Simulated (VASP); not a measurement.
The system is Gd.

```xyz
1
Lattice="-2.0250 2.0250 2.0250 2.0250 -2.0250 2.0250 2.0250 2.0250 -2.0250" Properties=species:S:1:pos:R:3 pbc="T T T"
Gd    0.0000    0.0000    0.0000
```

Program: VASP 6.6.1. Alike in all runs: task single point; potentials or basis VASP PAW PBE potentials, release 64 (Gd); cell as given; cutoff (eV) 520.

Question: Order these runs on this cell by their pressure, lowest first.
A. level RPBE; spin collinear, ferromagnetic start; k mesh 9 × 9 × 9; smearing gaussian 0.1 eV
B. level PBEsol; spin collinear, ferromagnetic start; k mesh 9 × 9 × 9; smearing fermi-dirac 0.05 eV
C. level PBEsol; spin collinear, zero start; fixed moment (μB) 0.0; k mesh 8 × 8 × 8; smearing fermi-dirac 0.05 eV
D. level PBE; spin collinear, ferromagnetic start; k mesh 9 × 9 × 9; smearing gaussian 0.1 eV
E. level PBEsol; spin collinear, ferromagnetic start; fixed moment (μB) 14.0; k mesh 8 × 8 × 8; smearing fermi-dirac 0.05 eV

Answer: C (-4.7 GPa), B (-2.3 GPa), D (0.0 GPa), A (1.6 GPa), E (7.9 GPa).

Caveats: the PAW data sets were made with another functional, which shifts forces and pressure a little (some runs); the total moment is fixed, so each spin has its own Fermi level (some runs).
